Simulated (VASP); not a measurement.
A run of VASP 6.6.1 is set up as follows.

Contents of POSCAR:

```
Ca
1.0
    0.0000000000      2.7838703971      2.7838703971
    2.7838703971      0.0000000000      2.7838703971
    2.7838703971      2.7838703971      0.0000000000
Ca
1
Direct
    0.0000000000      0.0000000000      0.0000000000
```

Contents of INCAR.step1:

```
PREC = Accurate
ENCUT = 520
ISMEAR = 0
SIGMA = 0.1
LREAL = F
LASPH = T
NELM = 80
NBANDS = 11
GGA = PE
ALGO = Normal
EDIFF = 1E-4
LWAVE = T
LCHARG = F
```

File INCAR.step2:

```
PREC = Accurate
ENCUT = 520
EDIFF = 1E-6
ISMEAR = 0
SIGMA = 0.1
LREAL = F
LASPH = T
NELM = 80
ALGO = Normal
ISIF = 2
LWAVE = F
LCHARG = F
METAGGA = R2SCAN
LMIXTAU = T
NBANDS = 11
ISTART = 1
```

KPOINTS

```
Automatic mesh
0
Gamma
  18 18 18
```

Potentials or basis: VASP PAW PBE potentials, release 64 (Ca_sv).

Command:

```bash
$ cat potpaw_PBE.64/Ca_sv/POTCAR > POTCAR
$ cp INCAR.step1 INCAR
$ mpirun -np 1 vasp_std > vasp.out
$ cp INCAR.step2 INCAR
$ mpirun -np 1 vasp_std > vasp.out
```

Question: What does it give for the pressure?

Answer: 0.0 GPa.

Question: Predict the band gap on the k mesh.

Answer: Zero (band 5 reaches 2.15 eV, above the bottom of band 6 at 1.61 eV).

Caveat: the PAW data sets were made with another functional, which shifts forces and pressure a little.
